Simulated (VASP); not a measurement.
# TiO (F-43m) in VASP: single point with r2SCAN+U

Aim: the single point of TiO with r2SCAN+U.

Program: VASP 6.6.1. These are calculated values, not measurements. Logs are shortened: lines on timing, memory, paths and dates and some standing lists are left out, and cuts for length are marked.

## (1) The cell of the first run

Symmetry: F-43m, No. 216, cubic system. Conventional cell: a = 4.668 Å, b = 4.668 Å, c = 4.668 Å, α = 90.00°, β = 90.00°, γ = 90.00°. Ti (site symmetry -43m) has 4 O at 2.02 Å within 2.7 Å. Within 2.7 Å of O (site symmetry -43m) lie 4 Ti at 2.02 Å.

## (2) Single point, r2SCAN+U, collinear spin

POSCAR

```
TiO
1.0
    0.0000000000      2.3342312410      2.3342312410
    2.3342312410      0.0000000000      2.3342312410
    2.3342312410      2.3342312410      0.0000000000
Ti O
1 1
Direct
    0.0000000000      0.0000000000      0.0000000000
    0.2500000000      0.2500000000      0.2500000000
```

INCAR.step1

```
SYSTEM = TiO
PREC = Accurate
ENCUT = 520
ISMEAR = 0
SIGMA = 0.1
LREAL = .False.
LASPH = .True.
NELM = 150
ISPIN = 2
MAGMOM = 2.5 0
LMAXMIX = 4
LDAU = .True.
LDAUTYPE = 2
LDAUL = 2 -1
LDAUU = 4 0
LDAUJ = 0 0
NBANDS = 20
GGA = PE
ALGO = Normal
EDIFF = 1E-4
LWAVE = .True.
LCHARG = .False.
```

INCAR.step2

```
SYSTEM = TiO
PREC = Accurate
ENCUT = 520
EDIFF = 1E-6
ISMEAR = 0
SIGMA = 0.1
LREAL = .False.
LASPH = .True.
NELM = 150
ALGO = Normal
ISIF = 2
LWAVE = .False.
LCHARG = .False.
ISPIN = 2
MAGMOM = 2.5 0
LORBIT = 11
LMAXMIX = 4
LDAU = .True.
LDAUTYPE = 2
LDAUL = 2 -1
LDAUU = 4 0
LDAUJ = 0 0
LDAUPRINT = 1
METAGGA = R2SCAN
LMIXTAU = .True.
NBANDS = 20
ISTART = 1
```

KPOINTS

```
Automatic mesh
0
Gamma
  16 16 16
  0 0 0
```

Potentials or basis: VASP PAW PBE potentials, release 64 (Ti_sv, O).

Run with:

```bash
$ cat potpaw_PBE.64/Ti_sv/POTCAR potpaw_PBE.64/O/POTCAR > POTCAR
$ cp INCAR.step1 INCAR
$ mpirun -np 1 vasp_std > vasp.out
$ cp INCAR.step2 INCAR
$ mpirun -np 1 vasp_std > vasp.out
```

OUTCAR:

```text
SYSTEM = TiO
   PREC = Accurate
   ENCUT = 520
   EDIFF = 1E-6
   ISMEAR = 0
   LREAL = .False.
   LASPH = .True.
   NELM = 150
   ISIF = 2
   ISPIN = 2
   LORBIT = 11
   METAGGA = R2SCAN
   ISTART = 1

 ion  position               nearest neighbor table
   1  0.000  0.000  0.000-   2 2.02   2 2.02   2 2.02   2 2.02
   2  0.250  0.250  0.250-   1 2.02   1 2.02   1 2.02   1 2.02

  LATTYP: Found a face centered cubic cell.
 ALAT       =     4.6684624820

  Lattice vectors:

 A1 = (   0.0000000000,   2.3342312410,   2.3342312410)
 A2 = (   2.3342312410,   0.0000000000,   2.3342312410)
 A3 = (   2.3342312410,   2.3342312410,   0.0000000000)

Analysis of symmetry for initial positions (statically):
=====================================================================
 Subroutine PRICEL returns:
 Original cell was already a primitive cell.

 Routine SETGRP: Setting up the symmetry group for a
 face centered cubic supercell.

 Subroutine GETGRP returns: Found 24 space group operations
 (whereof 24 operations were pure point group operations)
 out of a pool of 48 trial point group operations.

The static configuration has the point symmetry T_d .

Analysis of symmetry for dynamics (positions and initial velocities):
=====================================================================
 Subroutine PRICEL returns:
 Original cell was already a primitive cell.

 Routine SETGRP: Setting up the symmetry group for a
 face centered cubic supercell.

 Subroutine GETGRP returns: Found 24 space group operations
 (whereof 24 operations were pure point group operations)
 out of a pool of 48 trial point group operations.

The dynamic configuration has the point symmetry T_d .

Analysis of structural, dynamic, and magnetic symmetry:
=====================================================================
 Subroutine PRICEL returns:
 Original cell was already a primitive cell.

 Routine SETGRP: Setting up the symmetry group for a
 face centered cubic supercell.

 Subroutine GETGRP returns: Found 24 space group operations
[... 170 lines left out ...]
  o =  0.0674  v =  0.0000 -0.0000 -0.0193  0.0000  0.9998  0.0000  0.0000  0.0000  0.0000  0.0000      0.0000  0.0000  0.0000  0.0000  0.0000  0.0000  0.0000  0.0000  0.0000  0.0000
  o =  0.0674  v =  0.0000 -0.0000 -0.9998 -0.0000 -0.0193  0.0000  0.0000  0.0000  0.0000  0.0000      0.0000  0.0000  0.0000  0.0000  0.0000  0.0000  0.0000  0.0000  0.0000  0.0000
  o =  0.2408  v =  0.0000  0.0000  0.0000  0.0000  0.0000  0.0000  0.2656  0.0000 -0.9641 -0.0000      0.0000  0.0000  0.0000  0.0000  0.0000  0.0000  0.0000  0.0000  0.0000  0.0000
  o =  0.2408  v =  0.0000  0.0000  0.0000  0.0000  0.0000  0.0000 -0.9641  0.0000 -0.2656  0.0000      0.0000  0.0000  0.0000  0.0000  0.0000  0.0000  0.0000  0.0000  0.0000  0.0000
  o =  0.2408  v =  0.0000  0.0000  0.0000  0.0000  0.0000  1.0000  0.0000  0.0000  0.0000  0.0000      0.0000  0.0000  0.0000  0.0000  0.0000  0.0000  0.0000  0.0000  0.0000  0.0000
  o =  0.2410  v =  0.0000  0.2413 -0.0000  0.9704 -0.0000  0.0000  0.0000  0.0000  0.0000  0.0000      0.0000  0.0000  0.0000  0.0000  0.0000  0.0000  0.0000  0.0000  0.0000  0.0000
  o =  0.2410  v =  0.0000 -0.9704  0.0000  0.2413 -0.0000  0.0000  0.0000  0.0000  0.0000  0.0000      0.0000  0.0000  0.0000  0.0000  0.0000  0.0000  0.0000  0.0000  0.0000  0.0000
  o =  0.2410  v =  1.0000  0.0000  0.0000  0.0000  0.0000  0.0000  0.0000  0.0000  0.0000  0.0000      0.0000  0.0000  0.0000  0.0000  0.0000  0.0000  0.0000  0.0000  0.0000  0.0000

 number of electron      17.9999999 magnetization       0.0012251

 Free energy of the ion-electron system (eV)
  ---------------------------------------------------
  ext. energy  EPLUGINS =         0.00000000
  ---------------------------------------------------
  free energy    TOTEN  =       -20.77187119 eV

  energy without entropy =      -20.76525346  energy(sigma->0) =      -20.76856233

 E-fermi :   8.9980     XC(G=0): -11.9712

 val. band max:        8.9961399486   @ k =  -0.3750   0.4375   0.1875
 cond. band min:       8.9984025061   @ k =  -0.3750   0.4375   0.1875
 fundamental gap:      0.0022625575
 Fermi energy:         8.9979909620

 spin component 1

 k-point     1 :       0.0000    0.0000    0.0000
  band No.  band energies     occupation
      1     -53.0140      1.00000
      2     -28.0746      1.00000
      3     -28.0746      1.00000
      4     -28.0745      1.00000
      5     -13.9208      1.00000
      6       1.2330      1.00000
[... 1097 lines left out ...]
     19      27.2219      0.00000
     20      28.4601      0.00000

 [... further k-points ...]

------------------------ aborting loop because EDIFF is reached ----------------------------------------

  FORCE on cell =-STRESS in cart. coord.  units (eV):
  Direction    XX          YY          ZZ          XY          YZ          ZX
  --------------------------------------------------------------------------------------
  -------------------------------------------------------------------------------------
  Total        0.3703720      0.3703720      0.3703720      0.0000000      0.0000000     -0.0000000
  in kB       23.3285183     23.3285183     23.3285183      0.0000000      0.0000000     -0.0000000
  external PRESSURE =      23.3285183 kB  Pullay stress =       0.0000000 kB

 VOLUME and BASIS-vectors are now :
 -----------------------------------------------------------------------------
  energy-cutoff  :      520.00
  volume of cell :       25.44
      direct lattice vectors                 reciprocal lattice vectors
     0.000000000  2.334231241  2.334231241    -0.214203285  0.214203285  0.214203285
     2.334231241  0.000000000  2.334231241     0.214203285 -0.214203285  0.214203285
     2.334231241  2.334231241  0.000000000     0.214203285  0.214203285 -0.214203285

 POSITION                                       TOTAL-FORCE (eV/Angst)
 -----------------------------------------------------------------------------------
      0.00000      0.00000      0.00000         0.000000      0.000000      0.000000
      1.16712      1.16712      1.16712        -0.000000     -0.000000     -0.000000
 -----------------------------------------------------------------------------------
    total drift:                                0.000000      0.000000      0.000000

  FREE ENERGIE OF THE ION-ELECTRON SYSTEM (eV)
  ---------------------------------------------------
  free  energy   TOTEN  =       -20.7718711916 eV

  energy  without entropy=      -20.7652534593  energy(sigma->0) =      -20.76856233

 total charge

# of ion       s       p       d       tot
------------------------------------------
    1        2.172   6.186   1.693  10.051
    2        1.577   3.541   0.000   5.118
--------------------------------------------------
tot          3.749   9.727   1.693  15.169

 magnetization (x)

# of ion       s       p       d       tot
------------------------------------------
    1        0.000  -0.000   0.001   0.001
    2       -0.000  -0.000   0.000  -0.000
--------------------------------------------------
tot         -0.000  -0.000   0.001   0.001
```

OUTCAR.step1:

```text
SYSTEM = TiO
   PREC = Accurate
   ENCUT = 520
   ISMEAR = 0
   LREAL = .False.
   LASPH = .True.
[... 1351 lines left out ...]
      0.00000      0.00000      0.00000        -0.000000     -0.000000     -0.000000
      1.16712      1.16712      1.16712         0.000000      0.000000      0.000000
 -----------------------------------------------------------------------------------
    total drift:                                0.000000      0.000000      0.000000

  FREE ENERGIE OF THE ION-ELECTRON SYSTEM (eV)
  ---------------------------------------------------
  free  energy   TOTEN  =       -14.1852856074 eV

  energy  without entropy=      -14.1763645686  energy(sigma->0) =      -14.18082509
```

It took 5.7 min on 1 thread of Intel Xeon 6975P-C (Granite Rapids), shared host; peak memory 0.26 GiB.

What came out:

```yaml
Free_energy: -20.7719 eV
Pressure: 2.3 GPa
Band_gap_on_the_k_mesh: zero (filled and empty bands overlap)
Net_moment: 0.00 μB per cell
Valence_electrons_inside_the_program's_atomic_spheres: Ti 10.05; O 5.12
```

Eigenvalues of the final occupation matrices:
```csv
site,spin,trace,eigenvalues
site 1 d,1,0.86,0.07 0.07 0.24 0.24 0.24
site 1 d,2,0.86,0.07 0.07 0.24 0.24 0.24
```

Caveat: the PAW data sets were made with another functional, which shifts forces and pressure a little.
